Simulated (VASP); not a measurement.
# GaP (I-4m2) in VASP: a series of runs

The runs below take GaP through single point, with LDA.

All numbers are computed with VASP 6.6.1; they aren't measurements. Logs are shortened: lines on timing, memory, paths and dates and some standing lists are left out, and cuts for length are marked.

## 1. The cell of the first run

Symmetry: I-4m2, No. 119, tetragonal system. Conventional cell: a = 4.069 Å, b = 4.069 Å, c = 4.891 Å, α = 90.00°, β = 90.00°, γ = 90.00°. Ga (site symmetry -4m2) has 4 P at 2.37 Å within 3.1 Å. Within 3.1 Å of P (site symmetry -4m2) lie 4 Ga at 2.37 Å.

## 2. Single point, LDA

INCAR reads:

```
SYSTEM = GaP
  PREC = Accurate
  ENCUT = 520
  EDIFF = 1E-6
  ISMEAR = 0
  SIGMA = 0.05
  LREAL = .FALSE.
  LASPH = .TRUE.
  NELM = 100
  ALGO = Normal
  ISIF = 2
  LWAVE = .FALSE.
  LCHARG = .FALSE.
  NBANDS = 16
```

KPOINTS reads:

```
regular mesh
0
G
  10 10 10
  0 0 0
```

POSCAR reads:

```
GaP
1.0
    0.0000000000      2.8769570149      2.4454134627
    2.8769570149      0.0000000000      2.4454134627
    2.8769570149      2.8769570149      0.0000000000
Ga P
1 1
Direct
    0.0000000000      0.0000000000      0.0000000000
    0.7500000000      0.7500000000      0.7500000000
```

Potentials or basis: VASP PAW LDA potentials, release 64 (Ga_d, P).

Launch:

```bash
cat potpaw_LDA.64/Ga_d/POTCAR potpaw_LDA.64/P/POTCAR > POTCAR
mpirun -np 1 vasp_std > vasp.out
```

OUTCAR:

```text
SYSTEM = GaP
   PREC = Accurate
   ENCUT = 520
   EDIFF = 1E-6
   ISMEAR = 0
   LREAL = .FALSE.
   LASPH = .TRUE.
   NELM = 100
   ISIF = 2

 ion  position               nearest neighbor table
   1  0.000  0.000  0.000-   2 2.37   2 2.37   2 2.37   2 2.37
   2  0.750  0.750  0.750-   1 2.37   1 2.37   1 2.37   1 2.37

  LATTYP: Found a body centered tetragonal cell.
 ALAT       =     4.0686316288
 C/A-ratio  =     1.2020815280

  Lattice vectors:

 A1 = (   0.0000000000,  -2.8769570149,  -2.4454134627)
 A2 = (   0.0000000000,   2.8769570149,  -2.4454134627)
 A3 = (   2.8769570149,   0.0000000000,   2.4454134627)

Analysis of symmetry for initial positions (statically):
=====================================================================
 Subroutine PRICEL returns:
 Original cell was already a primitive cell.

 Routine SETGRP: Setting up the symmetry group for a
 body centered tetragonal supercell.

 Subroutine GETGRP returns: Found  8 space group operations
 (whereof  8 operations were pure point group operations)
 out of a pool of 16 trial point group operations.

The static configuration has the point symmetry D_2d.

Analysis of symmetry for dynamics (positions and initial velocities):
=====================================================================
 Subroutine PRICEL returns:
 Original cell was already a primitive cell.

 Routine SETGRP: Setting up the symmetry group for a
 body centered tetragonal supercell.

 Subroutine GETGRP returns: Found  8 space group operations
 (whereof  8 operations were pure point group operations)
 out of a pool of 16 trial point group operations.

The dynamic configuration has the point symmetry D_2d.

 Subroutine INISYM returns: Found  8 space group operations
 (whereof  8 operations are pure point group operations),
 and found     1 'primitive' translations

----------------------------------------------------------------------------------------

                                     Primitive cell

  volume of cell :      40.4808

  direct lattice vectors                    reciprocal lattice vectors
     0.000000000  2.876957015  2.445413463    -0.173794741  0.173794741  0.204464401
     2.876957015  0.000000000  2.445413463     0.173794741 -0.173794741  0.204464401
     2.876957015  2.876957015  0.000000000     0.173794741  0.173794741 -0.204464401

  length of vectors
     3.775834831  3.775834831  4.068631629     0.319710675  0.319710675  0.319710675

  position of ions in fractional coordinates (direct lattice)
     0.000000000  0.000000000  0.000000000
     0.750000000  0.750000000  0.750000000

  ion indices of the primitive-cell ions
   primitive index   ion index
                 1           1
                 2           2

----------------------------------------------------------------------------------------

 KPOINTS: regular mesh

Automatic generation of k-mesh.
 Grid dimensions read from file:
 generate k-points for:   10   10   10

 Generating k-lattice:

  Cartesian coordinates                     Fractional coordinates (reciprocal lattice)
    -0.017379474  0.017379474  0.020446440     0.100000000  0.000000000  0.000000000
     0.017379474 -0.017379474  0.020446440     0.000000000  0.100000000  0.000000000
     0.017379474  0.017379474 -0.020446440    -0.000000000 -0.000000000  0.100000000

  Length of vectors
     0.031971067  0.031971067  0.031971067

  Shift w.r.t. Gamma in fractional coordinates (k-lattice)
     0.000000000  0.000000000  0.000000000

 Subroutine IBZKPT returns following result:
 ===========================================

 Found    102 irreducible k-points:

 Following reciprocal coordinates:
            Coordinates               Weight
  0.000000  0.000000  0.000000      1.000000
  0.100000 -0.000000  0.000000      8.000000
  0.200000 -0.000000  0.000000      8.000000
  0.300000 -0.000000  0.000000      8.000000
  0.400000  0.000000  0.000000      8.000000
  0.500000 -0.000000  0.000000      4.000000
[... 16 lines left out ...]
  0.300000  0.300000  0.000000      2.000000
  0.400000  0.300000  0.000000      8.000000
 [... further k-points ...]
   k-points           NKPTS =    102   k-points in BZ     NKDIM =    102   number of bands    NBANDS=     16
   number of dos      NEDOS =    301   number of ions     NIONS =      2
   total plane-waves  NPLWV =  23520
   dimension x,y,z NGX =    28 NGY =   28 NGZ =   30
   dimension x,y,z NGXF=    56 NGYF=   56 NGZF=   60
   ions per type =               1   1
   NGX,Y,Z   is equivalent  to a cutoff of  12.33, 12.33, 12.26 a.u.
   NGXF,Y,Z  is equivalent  to a cutoff of  24.66, 24.66, 24.52 a.u.
 SYSTEM =  GaP
   PREC   = accura    normal or accurate (medium, high low for compatibility)
   ISTART =      0    job   : 0-new  1-cont  2-samecut
   ICHARG =      2    charge: 1-file 2-atom 10-const
   ISPIN  =      1    spin polarized calculation?
   LNONCOLLINEAR =      F non collinear calculations
   LSORBIT =      F    spin-orbit coupling
   LASPH  =      T    aspherical Exc in radial PAW
   ENCUT  =  520.0 eV  38.22 Ry    6.18 a.u.   7.02  7.02  7.56*2*pi/ulx,y,z
   NELM   =    100;   NELMIN=  2; NELMDL= -5     # of ELM steps
   EDIFF  = 0.1E-05   stopping-criterion for ELM
   LREAL  =      F    real-space projection
   EDIFFG = 0.1E-04   stopping-criterion for IOM
   NSW    =      0    number of steps for IOM
   IBRION =     -1    ionic relax: 0-MD 1-quasi-New 2-CG
   NFREE  =      0    steps in history (QN), initial steepest desc. (CG)
   ISIF   =      2    stress and relaxation
   ISYM   =      2    0-nonsym 1-usesym 2-fastsym
   POTIM  = 0.5000    time-step for ionic-motion
   TEBEG  =    0.0;   TEEND  =   0.0 temperature during run
   PSTRESS=    0.0 pullay stress
   NELECT =      18.0000    total number of electrons
   NUPDOWN=      -1.0000    fix difference up-down
   EMIN   =  10.00;   EMAX   =-10.00  energy-range for DOS
   EFERMI =   0.00;   METHOD = LEGACY
   ISMEAR =     0;   SIGMA  =   0.05  broadening in eV -4-tet -1-fermi 0-gaus
   EFERMI_NEDOS =   21; number of points for ismear=-14 and -15
   IALGO  =     38    algorithm
   IMIX   =      4    mixing-type and parameters
     AMIX     =   0.40;   BMIX     =  1.00
     AMIX_MAG =   1.60;   BMIX_MAG =  1.00
  volume/ion in A,a.u.               =      20.24       136.59
  Fermi-wavevector in a.u.,A,eV,Ry     =   1.249538  2.361284 21.243377  1.561344
  Thomas-Fermi vector in A             =   2.383574
   LORBIT       =      0    0 simple, 1 ext, 2 COOP (PROOUT), +10 PAW based schemes
   GGA     = CA    functional components
   LHFCALC =     F    Hartree Fock is set to
   AEXX    =    0.0000 exact exchange contribution
   IVDW    =     0    specifies the selected vdW correction
   LEPSILON=     F    determine dielectric tensor
   LRPA    =     F    only Hartree local field effects (RPA)
 non-spin polarized calculation
 Gauss-broadening in eV      SIGMA  =   0.05
  energy-cutoff  :      520.00
  volume of cell :       40.48
 maximum number of plane-waves:      1111
   NGX = 15   NGY = 15   NGZ = 15

 number of electron      17.9999992 magnetization

 Free energy of the ion-electron system (eV)
  ---------------------------------------------------
  ext. energy  EPLUGINS =         0.00000000
  ---------------------------------------------------
  free energy    TOTEN  =       -10.30147900 eV

  energy without entropy =      -10.30141072  energy(sigma->0) =      -10.30144486

 E-fermi :   4.9807     XC(G=0): -10.1873

 val. band max:        4.9734208669   @ k =   0.0000   0.0000   0.0000
 cond. band min:       5.0093319857   @ k =   0.4000   0.4000   0.0000
 fundamental gap:      0.0359111188
 Fermi energy:         4.9807148415

 k-point     1 :       0.0000    0.0000    0.0000
  band No.  band energies     occupation
      1     -10.2229      2.00000
      2     -10.2229      2.00000
      3     -10.1830      2.00000
      4     -10.1374      2.00000
      5     -10.1094      2.00000
      6      -7.9503      2.00000
[... 8 lines left out ...]
     15      13.0017      0.00000
     16      14.9397      0.00000

 k-point     2 :       0.1000   -0.0000    0.0000
  band No.  band energies     occupation
      1     -10.2264      2.00000
      2     -10.2199      2.00000
      3     -10.1850      2.00000
      4     -10.1375      2.00000
      5     -10.1084      2.00000
      6      -7.8201      2.00000
[... 8 lines left out ...]
     15      13.4613      0.00000
     16      14.3146      0.00000

 k-point     3 :       0.2000   -0.0000    0.0000
  band No.  band energies     occupation
      1     -10.2401      2.00000
      2     -10.2128      2.00000
      3     -10.1849      2.00000
      4     -10.1378      2.00000
      5     -10.1048      2.00000
      6      -7.4412      2.00000
[... 8 lines left out ...]
     15      13.2120      0.00000
     16      15.2273      0.00000

 k-point     4 :       0.3000   -0.0000    0.0000
  band No.  band energies     occupation
      1     -10.2604      2.00000
      2     -10.2059      2.00000
      3     -10.1808      2.00000
      4     -10.1375      2.00000
      5     -10.0984      2.00000
      6      -6.8578      2.00000
[... 8 lines left out ...]
     15      13.9108      0.00000
     16      15.2992      0.00000

 k-point     5 :       0.4000    0.0000    0.0000
  band No.  band energies     occupation
      1     -10.2771      2.00000
      2     -10.2019      2.00000
      3     -10.1772      2.00000
      4     -10.1364      2.00000
      5     -10.0916      2.00000
      6      -6.2012      2.00000
[... 8 lines left out ...]
     15      15.4813      0.00000
     16      15.6072      0.00000

 k-point     6 :       0.5000   -0.0000    0.0000
  band No.  band energies     occupation
      1     -10.2835      2.00000
      2     -10.2007      2.00000
      3     -10.1761      2.00000
      4     -10.1356      2.00000
      5     -10.0886      2.00000
      6      -5.8538      2.00000
[... 8 lines left out ...]
     15      15.1524      0.00000
     16      17.0381      0.00000

 k-point     7 :       0.1000    0.1000    0.0000
  band No.  band energies     occupation
      1     -10.2170      2.00000
      2     -10.2170      2.00000
      3     -10.1999      2.00000
      4     -10.1405      2.00000
      5     -10.1059      2.00000
      6      -7.7421      2.00000
[... 8 lines left out ...]
     15      13.8878      0.00000
     16      15.0864      0.00000

 k-point     8 :       0.2000    0.1000    0.0000
  band No.  band energies     occupation
      1     -10.2293      2.00000
      2     -10.2096      2.00000
      3     -10.2001      2.00000
      4     -10.1436      2.00000
      5     -10.1016      2.00000
      6      -7.4144      2.00000
[... 8 lines left out ...]
     15      13.8667      0.00000
     16      15.3847      0.00000

 k-point     9 :       0.3000    0.1000    0.0000
  band No.  band energies     occupation
      1     -10.2542      2.00000
      2     -10.2020      2.00000
      3     -10.1893      2.00000
      4     -10.1454      2.00000
      5     -10.0954      2.00000
      6      -6.8729      2.00000
[... 8 lines left out ...]
     15      14.4086      0.00000
     16      15.1916      0.00000
[... 172 lines left out ...]
 k-point    19 :       0.5000    0.2000    0.0000
  band No.  band energies     occupation
      1     -10.2870      2.00000
      2     -10.1829      2.00000
      3     -10.1764      2.00000
      4     -10.1525      2.00000
      5     -10.0855      2.00000
      6      -5.5103      2.00000
[... 8 lines left out ...]
     15      16.6472      0.00000
     16      17.8303      0.00000

 k-point    20 :      -0.4000    0.2000    0.0000
  band No.  band energies     occupation
      1     -10.2848      2.00000
      2     -10.1843      2.00000
      3     -10.1758      2.00000
      4     -10.1457      2.00000
      5     -10.0908      2.00000
      6      -5.5691      2.00000
[... 8 lines left out ...]
     15      14.7518      0.00000
     16      17.7567      0.00000

 k-point    21 :      -0.3000    0.2000    0.0000
  band No.  band energies     occupation
      1     -10.2754      2.00000
      2     -10.1898      2.00000
      3     -10.1759      2.00000
      4     -10.1391      2.00000
      5     -10.0988      2.00000
      6      -6.1425      2.00000
[... 8 lines left out ...]
     15      13.9094      0.00000
     16      16.4172      0.00000

 k-point    22 :      -0.2000    0.2000    0.0000
  band No.  band energies     occupation
      1     -10.2636      2.00000
      2     -10.1991      2.00000
      3     -10.1756      2.00000
      4     -10.1348      2.00000
      5     -10.1046      2.00000
      6      -6.7619      2.00000
[... 8 lines left out ...]
     15      14.7140      0.00000
     16      15.6480      0.00000

 k-point    23 :       0.3000    0.3000    0.0000
  band No.  band energies     occupation
      1     -10.2791      2.00000
      2     -10.1799      2.00000
      3     -10.1799      2.00000
      4     -10.1637      2.00000
      5     -10.0859      2.00000
      6      -6.2191      2.00000
[... 8 lines left out ...]
     15      14.7381      0.00000
     16      18.6481      0.00000

 k-point    24 :       0.4000    0.3000    0.0000
  band No.  band energies     occupation
      1     -10.2940      2.00000
      2     -10.1724      2.00000
      3     -10.1716      2.00000
      4     -10.1673      2.00000
      5     -10.0814      2.00000
      6      -5.6444      2.00000
[... 8 lines left out ...]
     15      15.8677      0.00000
     16      18.6619      0.00000

 [... further k-points ...]
[... 5 lines left out ...]
  --------------------------------------------------------------------------------------
  -------------------------------------------------------------------------------------
  Total       -1.5956820     -1.5956820      0.7273045      0.0000000      0.0000000     -0.0000000
  in kB      -63.1550209    -63.1550209     28.7857694      0.0000000      0.0000000     -0.0000000
  external PRESSURE =     -32.5080908 kB  Pullay stress =       0.0000000 kB

 VOLUME and BASIS-vectors are now :
 -----------------------------------------------------------------------------
  energy-cutoff  :      520.00
  volume of cell :       40.48
      direct lattice vectors                 reciprocal lattice vectors
     0.000000000  2.876957015  2.445413463    -0.173794741  0.173794741  0.204464401
     2.876957015  0.000000000  2.445413463     0.173794741 -0.173794741  0.204464401
     2.876957015  2.876957015  0.000000000     0.173794741  0.173794741 -0.204464401

 POSITION                                       TOTAL-FORCE (eV/Angst)
 -----------------------------------------------------------------------------------
      0.00000      0.00000      0.00000         0.000000      0.000000      0.000000
      4.31544      4.31544      3.66812        -0.000000     -0.000000     -0.000000
 -----------------------------------------------------------------------------------
    total drift:                               -0.000002     -0.000002     -0.000005

  FREE ENERGIE OF THE ION-ELECTRON SYSTEM (eV)
  ---------------------------------------------------
  free  energy   TOTEN  =       -10.3014789964 eV

  energy  without entropy=      -10.3014107215  energy(sigma->0) =      -10.30144486
```

Run time: 21 s. Hardware: 1 thread of Intel Xeon 6975P-C (Granite Rapids), shared host; peak memory 0.18 GiB.

Results:

```yaml
Free_energy: -10.3015 eV
Pressure: -3.3 GPa
Band_gap_on_the_k_mesh: 0.04 eV, indirect (least direct gap 1.01 eV)
```

 A k mesh can miss the band edges.

## 3. Single point, LDA

This run uses another cell than the first one, of the same volume but with other edges.

INCAR reads:

```
SYSTEM = GaP
PREC = Accurate
ENCUT = 520
EDIFF = 1E-7
ISMEAR = 0
SIGMA = 0.05
LREAL = .FALSE.
LASPH = .TRUE.
NELM = 60
ALGO = Normal
ISIF = 2
LWAVE = .FALSE.
LCHARG = .TRUE.
LELF = .TRUE.
LVHAR = .TRUE.
NBANDS = 16
```

KPOINTS is that of step 2.

POSCAR reads:

```
GaP
1.0
    0.0000000000      2.5645584377      3.0774701252
    2.5645584377      0.0000000000      3.0774701252
    2.5645584377      2.5645584377      0.0000000000
Ga P
1 1
Direct
    0.0000000000      0.0000000000      0.0000000000
    0.7500000000      0.7500000000      0.7500000000
```

Potentials or basis: VASP PAW LDA potentials, release 64 (Ga_d, P).

Launch:

```bash
cat potpaw_LDA.64/Ga_d/POTCAR potpaw_LDA.64/P/POTCAR > POTCAR
mpirun -np 1 vasp_std > vasp.out
```

OUTCAR:

```text
SYSTEM = GaP
   PREC = Accurate
   ENCUT = 520
   EDIFF = 1E-7
   ISMEAR = 0
   LREAL = .FALSE.
   LASPH = .TRUE.
   NELM = 60
   ISIF = 2

 ion  position               nearest neighbor table
   1  0.000  0.000  0.000-   2 2.38   2 2.38   2 2.38   2 2.38
   2  0.750  0.750  0.750-   1 2.38   1 2.38   1 2.38   1 2.38

  LATTYP: Found a body centered tetragonal cell.
 ALAT       =     3.6268333241
 C/A-ratio  =     1.6970562748

  Lattice vectors:

 A1 = (  -2.5645584377,   0.0000000000,   3.0774701252)
 A2 = (   2.5645584377,   0.0000000000,   3.0774701252)
 A3 = (   0.0000000000,   2.5645584377,  -3.0774701252)

Analysis of symmetry for initial positions (statically):
=====================================================================
 Subroutine PRICEL returns:
 Original cell was already a primitive cell.

 Routine SETGRP: Setting up the symmetry group for a
 body centered tetragonal supercell.

 Subroutine GETGRP returns: Found  8 space group operations
 (whereof  8 operations were pure point group operations)
 out of a pool of 16 trial point group operations.

The static configuration has the point symmetry D_2d.

Analysis of symmetry for dynamics (positions and initial velocities):
=====================================================================
[... 156 lines left out ...]

  energy without entropy =      -10.17995511  energy(sigma->0) =      -10.17995511

 E-fermi :   5.1593     XC(G=0): -10.1906

 val. band max:        4.9634347221   @ k =   0.0000   0.0000   0.0000
 cond. band min:       5.3672790015   @ k =   0.5000  -0.0000   0.0000
 fundamental gap:      0.4038442794
 Fermi energy:         5.1593373274

 k-point     1 :       0.0000    0.0000    0.0000
  band No.  band energies     occupation
      1     -10.2569      2.00000
      2     -10.1983      2.00000
      3     -10.1983      2.00000
      4     -10.1395      2.00000
      5     -10.1287      2.00000
      6      -7.9301      2.00000
[... 433 lines left out ...]
      3     -10.1627      2.00000
      4     -10.1335      2.00000
      5     -10.1277      2.00000
      6      -6.2923      2.00000
[... 8 lines left out ...]
     15      16.9767      0.00000
     16      17.3450      0.00000

 [... further k-points ...]
[... 5 lines left out ...]
  --------------------------------------------------------------------------------------
  -------------------------------------------------------------------------------------
  Total        0.7890875      0.7890875     -3.8766071      0.0000000      0.0000000      0.0000000
  in kB       31.2310588     31.2310588   -153.4310765      0.0000000      0.0000000      0.0000000
  external PRESSURE =     -30.3229863 kB  Pullay stress =       0.0000000 kB

 VOLUME and BASIS-vectors are now :
 -----------------------------------------------------------------------------
  energy-cutoff  :      520.00
  volume of cell :       40.48
      direct lattice vectors                 reciprocal lattice vectors
     0.000000000  2.564558438  3.077470125    -0.194965337  0.194965337  0.162471114
     2.564558438  0.000000000  3.077470125     0.194965337 -0.194965337  0.162471114
     2.564558438  2.564558438  0.000000000     0.194965337  0.194965337 -0.162471114

 POSITION                                       TOTAL-FORCE (eV/Angst)
 -----------------------------------------------------------------------------------
      0.00000      0.00000      0.00000         0.000000      0.000000     -0.000000
      3.84684      3.84684      4.61621        -0.000000     -0.000000      0.000000
 -----------------------------------------------------------------------------------
    total drift:                                0.000003      0.000003      0.000008

  FREE ENERGIE OF THE ION-ELECTRON SYSTEM (eV)
  ---------------------------------------------------
  free  energy   TOTEN  =       -10.1799551150 eV

  energy  without entropy=      -10.1799551149  energy(sigma->0) =      -10.17995511
```

Run time: 27 s. Hardware: 1 thread of Intel Xeon 6975P-C (Granite Rapids), shared host; peak memory 0.19 GiB.

What came out:

```yaml
Free_energy: -10.1800 eV
Pressure: -3.0 GPa
Band_gap_on_the_k_mesh: 0.40 eV, indirect (least direct gap 0.82 eV)
```

Stress tensor (GPa, compression positive):
```
  3.12   0.00   0.00
  0.00   3.12   0.00
  0.00   0.00 -15.34
```

[end of part 1 of 2]
